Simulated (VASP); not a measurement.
# HIr12C in VASP: single point with PBE+D3(BJ)

Aim: the single point of HIr12C with PBE+D3(BJ).

Everything below comes from runs of VASP 6.6.1. Logs are shortened: lines on timing, memory, paths and dates and some standing lists are left out, and cuts for length are marked.

**1. The cell of the first run**

The cell holds a slab with vacuum, 14 atoms: a = 5.431 Å, b = 5.431 Å, c = 15.434 Å, α = 90.00°, β = 90.00°, γ = 60.00°.

**2. Single point, PBE+D3(BJ)**

File INCAR:

```
PREC = Accurate ; ENCUT = 520
EDIFF = 1E-7 ; ISMEAR = 0
SIGMA = 0.1 ; LREAL = F
LASPH = T ; NELM = 60
ALGO = Normal ; ISIF = 2
LWAVE = F ; LCHARG = F
GGA = PE ; IVDW = 12
NBANDS = 70
```

File KPOINTS:

```
Automatic mesh
0
Gamma
  4 4 1
```

File POSCAR:

```
HIr12C
1.0
    5.4305800000      0.0000000000      0.0000000000
    2.7152900000      4.7030200000      0.0000000000
    0.0000000000      0.0000000000     15.4340500000
Ir C H
12 1 1
Direct
    0.1666667000      0.1666667000      0.0647918000
    0.6666667000      0.1666667000      0.0647918000
    0.1666667000      0.6666667000      0.0647918000
    0.6666667000      0.6666667000      0.0647918000
   -0.1666821143      0.3333182964      0.2032960052
    0.3336224556      0.3327267631      0.2066277693
   -0.1672680518      0.8336176324      0.2066240876
    0.3336240782      0.8336199746      0.2066200563
   -0.0008116154      0.0015988098      0.3526450714
    0.5000058427     -0.0000191788      0.3469310561
   -0.0008163634      0.4991814161      0.3526445665
    0.5016094680      0.4991803887      0.3526539709
    0.1667261369      0.6666781891      0.4358143333
    0.1666927536      0.6666982886      0.5066487054
```

Potentials or basis: VASP PAW PBE potentials, release 64 (Ir, C, H).

Run with:

```sh
$ cat potpaw_PBE.64/Ir/POTCAR potpaw_PBE.64/C/POTCAR potpaw_PBE.64/H/POTCAR > POTCAR
$ mpirun -np 1 vasp_std > vasp.out
```

OUTCAR:

```text
PREC = Accurate
   ENCUT = 520
   EDIFF = 1E-7
   ISMEAR = 0
   LREAL = F
   LASPH = T
   NELM = 60
   ISIF = 2
   GGA = PE
   IVDW = 12
 IVDW          = 12

 ion  position               nearest neighbor table
   1  0.167  0.167  0.065-   5 2.65   8 2.69   6 2.69   3 2.72   3 2.72   4 2.72   4 2.72   2 2.72
                             2 2.72
   2  0.667  0.167  0.065-   5 2.65   7 2.69   6 2.69   4 2.72   3 2.72   4 2.72   3 2.72   1 2.72
                             1 2.72
   3  0.167  0.667  0.065-   8 2.69   7 2.69   6 2.69   1 2.72   1 2.72   2 2.72   2 2.72   4 2.72
                             4 2.72
   4  0.667  0.667  0.065-   5 2.65   7 2.69   8 2.69   2 2.72   1 2.72   2 2.72   1 2.72   3 2.72
                             3 2.72
   5  0.833  0.333  0.203-   2 2.65   4 2.65   1 2.65   6 2.72   7 2.72   8 2.72   8 2.72   7 2.72
                             6 2.72   9 2.78  11 2.78  12 2.78
   6  0.334  0.333  0.207-  10 2.67   1 2.69   2 2.69   3 2.69   8 2.71   7 2.71   5 2.72   5 2.72
                             7 2.72   8 2.72  11 2.75  12 2.75
   7  0.833  0.834  0.207-  10 2.67   4 2.69   2 2.69   3 2.69   8 2.71   6 2.71   5 2.72   5 2.72
                             6 2.72   8 2.72  11 2.75   9 2.75
   8  0.334  0.834  0.207-  10 2.67   4 2.69   1 2.69   3 2.69   6 2.71   7 2.71   5 2.72   5 2.72
                             7 2.72   6 2.72   9 2.75  12 2.75
   9  0.999  0.002  0.353-  13 2.03  11 2.70  12 2.70  10 2.72  10 2.72  12 2.73  11 2.73   7 2.75
                             8 2.75   5 2.78
  10  0.500  1.000  0.347-   7 2.67   6 2.67   8 2.67  11 2.72   9 2.72  12 2.72  12 2.72   9 2.72
                            11 2.72
  11  0.999  0.499  0.353-  13 2.03  12 2.70   9 2.70  10 2.72  10 2.72   9 2.73  12 2.73   6 2.75
                             7 2.75   5 2.78
  12  0.502  0.499  0.353-  13 2.03  11 2.70   9 2.70  10 2.72  10 2.72   9 2.73  11 2.73   6 2.75
                             8 2.75   5 2.78
  13  0.167  0.667  0.436-  14 1.09  12 2.03   9 2.03  11 2.03
  14  0.167  0.667  0.507-  13 1.09

  LATTYP: Found a hexagonal cell.
 ALAT       =     5.4305797945
 C/A-ratio  =     2.8420630180

  Lattice vectors:

 A1 = (  -2.7152900000,  -4.7030200000,   0.0000000000)
 A2 = (   5.4305800000,   0.0000000000,   0.0000000000)
 A3 = (   0.0000000000,   0.0000000000,  15.4340500000)

Analysis of symmetry for initial positions (statically):
=====================================================================
 Subroutine PRICEL returns:
 Original cell was already a primitive cell.

 Routine SETGRP: Setting up the symmetry group for a
 hexagonal supercell.

 Subroutine GETGRP returns: Found  1 space group operations
 (whereof  1 operations were pure point group operations)
 out of a pool of 24 trial point group operations.

The static configuration has the point symmetry C_1 .

Analysis of symmetry for dynamics (positions and initial velocities):
=====================================================================
 Subroutine PRICEL returns:
 Original cell was already a primitive cell.

 Routine SETGRP: Setting up the symmetry group for a
 hexagonal supercell.

 Subroutine GETGRP returns: Found  1 space group operations
 (whereof  1 operations were pure point group operations)
 out of a pool of 24 trial point group operations.

The dynamic configuration has the point symmetry C_1 .

 Subroutine INISYM returns: Found  1 space group operations
 (whereof  1 operations are pure point group operations),
 and found     1 'primitive' translations

----------------------------------------------------------------------------------------

                                     Primitive cell

  volume of cell :     394.1876

  direct lattice vectors                    reciprocal lattice vectors
     5.430580000  0.000000000  0.000000000     0.184142394 -0.106314666  0.000000000
     2.715290000  4.703020000  0.000000000     0.000000000  0.212629332  0.000000000
     0.000000000  0.000000000 15.434050000     0.000000000  0.000000000  0.064791808

  length of vectors
     5.430580000  5.430579795 15.434050000     0.212629324  0.212629332  0.064791808

  position of ions in fractional coordinates (direct lattice)
     0.166666700  0.166666700  0.064791800
     0.666666700  0.166666700  0.064791800
     0.166666700  0.666666700  0.064791800
     0.666666700  0.666666700  0.064791800
     0.833317886  0.333318296  0.203296005
     0.333622456  0.332726763  0.206627769
     0.832731948  0.833617632  0.206624088
     0.333624078  0.833619975  0.206620056
     0.999188385  0.001598810  0.352645071
     0.500005843  0.999980821  0.346931056
     0.999183637  0.499181416  0.352644566
     0.501609468  0.499180389  0.352653971
     0.166726137  0.666678189  0.435814333
     0.166692754  0.666698289  0.506648705

  ion indices of the primitive-cell ions
   primitive index   ion index
                 1           1
                 2           2
                 3           3
                 4           4
                 5           5
                 6           6
                 7           7
                 8           8
                 9           9
                10          10
                11          11
                12          12
                13          13
                14          14

----------------------------------------------------------------------------------------

 KPOINTS: Automatic mesh

Automatic generation of k-mesh.
 Grid dimensions read from file:
 generate k-points for:    4    4    1

 Generating k-lattice:

  Cartesian coordinates                     Fractional coordinates (reciprocal lattice)
     0.046035598 -0.026578666  0.000000000     0.250000000  0.000000000  0.000000000
     0.000000000  0.053157333  0.000000000     0.000000000  0.250000000  0.000000000
     0.000000000  0.000000000  0.064791808     0.000000000  0.000000000  1.000000000

  Length of vectors
     0.053157331  0.053157333  0.064791808

  Shift w.r.t. Gamma in fractional coordinates (k-lattice)
     0.000000000  0.000000000  0.000000000

 Subroutine IBZKPT returns following result:
 ===========================================

 Found     10 irreducible k-points:

 Following reciprocal coordinates:
            Coordinates               Weight
  0.000000  0.000000  0.000000      1.000000
  0.250000  0.000000  0.000000      2.000000
  0.250000  0.250000  0.000000      2.000000
  0.000000  0.250000  0.000000      2.000000
  0.500000  0.000000  0.000000      1.000000
  0.500000  0.500000  0.000000      1.000000
  0.000000  0.500000  0.000000      1.000000
  0.500000  0.250000  0.000000      2.000000
  0.250000  0.500000  0.000000      2.000000
 -0.250000  0.250000  0.000000      2.000000
   k-points           NKPTS =     10   k-points in BZ     NKDIM =     10   number of bands    NBANDS=     70
   number of dos      NEDOS =    301   number of ions     NIONS =     14
   total plane-waves  NPLWV = 192000
   dimension x,y,z NGX =    40 NGY =   40 NGZ =  120
   dimension x,y,z NGXF=    80 NGYF=   80 NGZF=  240
   ions per type =              12   1   1
   NGX,Y,Z   is equivalent  to a cutoff of  12.25, 12.25, 12.93 a.u.
   NGXF,Y,Z  is equivalent  to a cutoff of  24.49, 24.49, 25.85 a.u.
 SYSTEM =  unknown system
   PREC   = accura    normal or accurate (medium, high low for compatibility)
   ISTART =      0    job   : 0-new  1-cont  2-samecut
   ICHARG =      2    charge: 1-file 2-atom 10-const
   ISPIN  =      1    spin polarized calculation?
   LNONCOLLINEAR =      F non collinear calculations
   LSORBIT =      F    spin-orbit coupling
   LASPH  =      T    aspherical Exc in radial PAW
   ENCUT  =  520.0 eV  38.22 Ry    6.18 a.u.  10.10 10.10 28.70*2*pi/ulx,y,z
   NELM   =     60;   NELMIN=  2; NELMDL= -5     # of ELM steps
   EDIFF  = 0.1E-06   stopping-criterion for ELM
   LREAL  =      F    real-space projection
   EDIFFG = 0.1E-05   stopping-criterion for IOM
   NSW    =      0    number of steps for IOM
   IBRION =     -1    ionic relax: 0-MD 1-quasi-New 2-CG
   NFREE  =      0    steps in history (QN), initial steepest desc. (CG)
   ISIF   =      2    stress and relaxation
   ISYM   =      2    0-nonsym 1-usesym 2-fastsym
   POTIM  = 0.5000    time-step for ionic-motion
   TEBEG  =    0.0;   TEEND  =   0.0 temperature during run
   PSTRESS=    0.0 pullay stress
   NELECT =     113.0000    total number of electrons
   NUPDOWN=      -1.0000    fix difference up-down
   EMIN   =  10.00;   EMAX   =-10.00  energy-range for DOS
   EFERMI =   0.00;   METHOD = LEGACY
   ISMEAR =     0;   SIGMA  =   0.10  broadening in eV -4-tet -1-fermi 0-gaus
   EFERMI_NEDOS =   21; number of points for ismear=-14 and -15
   IALGO  =     38    algorithm
   IMIX   =      4    mixing-type and parameters
     AMIX     =   0.40;   BMIX     =  1.00
     AMIX_MAG =   1.60;   BMIX_MAG =  1.00
  volume/ion in A,a.u.               =      28.16       190.01
  Fermi-wavevector in a.u.,A,eV,Ry     =   1.079444  2.039853 15.853491  1.165199
  Thomas-Fermi vector in A             =   2.215409
   LORBIT       =      0    0 simple, 1 ext, 2 COOP (PROOUT), +10 PAW based schemes
   GGA     = PE    functional components
   LHFCALC =     F    Hartree Fock is set to
   AEXX    =    0.0000 exact exchange contribution
   IVDW    =    12    specifies the selected vdW correction
   LEPSILON=     F    determine dielectric tensor
   LRPA    =     F    only Hartree local field effects (RPA)
 non-spin polarized calculation
 Gauss-broadening in eV      SIGMA  =   0.10
  energy-cutoff  :      520.00
  volume of cell :      394.19
 maximum number of plane-waves:     10640
   NGX = 21   NGY = 21   NGZ = 57

 number of electron     113.0000006 magnetization

 Free energy of the ion-electron system (eV)
  ---------------------------------------------------
  ext. energy  EPLUGINS =         0.00000000
  ---------------------------------------------------
  free energy    TOTEN  =      -111.56271158 eV

  energy without entropy =     -111.47921312  energy(sigma->0) =     -111.52096235

 E-fermi :   1.8176     XC(G=0):  -7.5271

 val. band max:        1.7857129527   @ k =   0.2500   0.2500   0.0000
 cond. band min:       1.8226608779   @ k =   0.5000   0.5000   0.0000
 fundamental gap:      0.0369479251
 Fermi energy:         1.8176165905

 k-point     1 :       0.0000    0.0000    0.0000
  band No.  band energies     occupation
      1     -10.7573      2.00000
      2      -8.2121      2.00000
      3      -6.4887      2.00000
      4      -6.1029      2.00000
      5      -5.6937      2.00000
      6      -5.5890      2.00000
[... 60 lines left out ...]
     67       3.3155      0.00000
     68       3.3156      0.00000

 k-point     2 :       0.2500    0.0000    0.0000
  band No.  band energies     occupation
      1     -10.6242      2.00000
      2      -7.6825      2.00000
      3      -6.1324      2.00000
      4      -5.6652      2.00000
      5      -5.5365      2.00000
      6      -5.3034      2.00000
[... 60 lines left out ...]
     67       3.5815      0.00000
     68       3.8502      0.00000

 k-point     3 :       0.2500    0.2500    0.0000
  band No.  band energies     occupation
      1     -10.6243      2.00000
      2      -7.6825      2.00000
      3      -6.1324      2.00000
      4      -5.6653      2.00000
      5      -5.5364      2.00000
      6      -5.3035      2.00000
[... 486 lines left out ...]
     67       2.6053      0.00000
     68       3.0863      0.00000

 k-point    10 :      -0.2500    0.2500    0.0000
  band No.  band energies     occupation
      1     -10.4923      2.00000
      2      -6.7470      2.00000
      3      -5.6808      2.00000
      4      -5.5360      2.00000
      5      -5.4072      2.00000
      6      -4.8567      2.00000
[... 60 lines left out ...]
     67       2.6052      0.00000
     68       3.0862      0.00000
 [bands above 68 left out]

------------------------ aborting loop because EDIFF is reached ----------------------------------------

 Edisp (eV)   -6.10246

 E8    (eV) :    -2.9255

  FORCE on cell =-STRESS in cart. coord.  units (eV):
  Direction    XX          YY          ZZ          XY          YZ          ZX
  --------------------------------------------------------------------------------------
  -------------------------------------------------------------------------------------
  Total     -11.65618   -11.65589     0.51066    -0.00274    -0.00022    -0.00430
  in kB     -47.37659   -47.37544     2.07559    -0.01115    -0.00091    -0.01749
  external pressure =      -30.89 kB  Pullay stress =        0.00 kB

 VOLUME and BASIS-vectors are now :
 -----------------------------------------------------------------------------
  energy-cutoff  :      520.00
  volume of cell :      394.19
      direct lattice vectors                 reciprocal lattice vectors
     5.430580000  0.000000000  0.000000000     0.184142394 -0.106314666  0.000000000
     2.715290000  4.703020000  0.000000000     0.000000000  0.212629332  0.000000000
     0.000000000  0.000000000 15.434050000     0.000000000  0.000000000  0.064791808

 POSITION                                       TOTAL-FORCE (eV/Angst)
 -----------------------------------------------------------------------------------
      1.35765      0.78384      1.00000         0.239131     -0.138127     -0.169193
      4.07294      0.78384      1.00000        -0.239540     -0.138138     -0.169331
      2.71529      3.13535      1.00000        -0.000290     -0.000340      0.351276
      5.43058      3.13535      1.00000        -0.000196      0.275998     -0.169397
      5.43046      1.56760      3.13768         0.001063      0.000485      0.007477
      2.71521      1.56482      3.18910         0.000140      0.008033      0.007218
      6.78573      3.92052      3.18905         0.006962     -0.003899      0.007585
      4.07529      3.92053      3.18898        -0.006535     -0.003838      0.007958
      5.43051      0.00752      5.44274         0.000019      0.095093     -0.033991
      5.43056      4.70293      5.35455        -0.000451      0.000175      0.036474
      6.78157      2.34766      5.44273        -0.080019     -0.046496     -0.032058
      4.07945      2.34766      5.44288         0.083137     -0.048200     -0.035395
      2.71564      3.13540      6.72638        -0.003225     -0.000551      0.181657
      2.71552      3.13550      7.81964        -0.000196     -0.000193      0.009719
 -----------------------------------------------------------------------------------
    total drift:                               -0.000002     -0.000006     -0.000173

  FREE ENERGIE OF THE ION-ELECTRON SYSTEM (eV)
  ---------------------------------------------------
  free  energy   TOTEN  =      -117.6651693304 eV

  energy  without entropy=     -117.5816708660  energy(sigma->0) =     -117.62342010
```

It took 17 min on 1 thread of Intel Xeon Platinum 8259CL at 2.50GHz (Skylake/Cascade Lake), shared host; peak memory 0.56 GiB.

What came out:

```
Free energy                : -117.6652 eV
Largest force              : 0.351 eV/Å
Band gap on the k mesh     : zero (an odd number of electrons rules out a gap without spin polarisation)
Dispersion energy per atom : -0.436 eV
```

Forces in eV/Å, atoms in the order of the input:
```
Ir   0.239 -0.138 -0.169
Ir  -0.240 -0.138 -0.169
Ir   0.000  0.000  0.351
Ir   0.000  0.276 -0.169
Ir   0.001  0.000  0.007
Ir   0.000  0.008  0.007
Ir   0.007 -0.004  0.008
Ir  -0.007 -0.004  0.008
Ir   0.000  0.095 -0.034
Ir   0.000  0.000  0.036
Ir  -0.080 -0.046 -0.032
Ir   0.083 -0.048 -0.035
C   -0.003 -0.001  0.182
H    0.000  0.000  0.010
```

Levels at points of the mesh, in eV from the Fermi level:
| k point | band 54 | band 55 | band 56 | band 57 | band 58 | band 59 | band 60 | band 61 |
| --- | --- | --- | --- | --- | --- | --- | --- | --- |
| (0.00, 0.00, 0.00) | 0.35 | 0.55 | 0.55 | 0.62 | 0.71 | 0.71 | 0.96 | 1.05 |
| (0.50, 0.00, 0.00) | -1.03 | -0.70 | -0.65 | -0.52 | -0.49 | -0.34 | 0.01 | 0.18 |
| (0.50, 0.50, 0.00) | -1.03 | -0.70 | -0.65 | -0.52 | -0.49 | -0.34 | 0.01 | 0.18 |
| (0.00, 0.50, 0.00) | -1.03 | -0.70 | -0.65 | -0.52 | -0.49 | -0.34 | 0.01 | 0.18 |

Caveat: there is no dipole correction, which matters where the two faces differ; spin-orbit coupling is left out, which moves the levels of the heavy elements.

The gap in the log of VASP goes by the Fermi energy; the results here count the filled bands.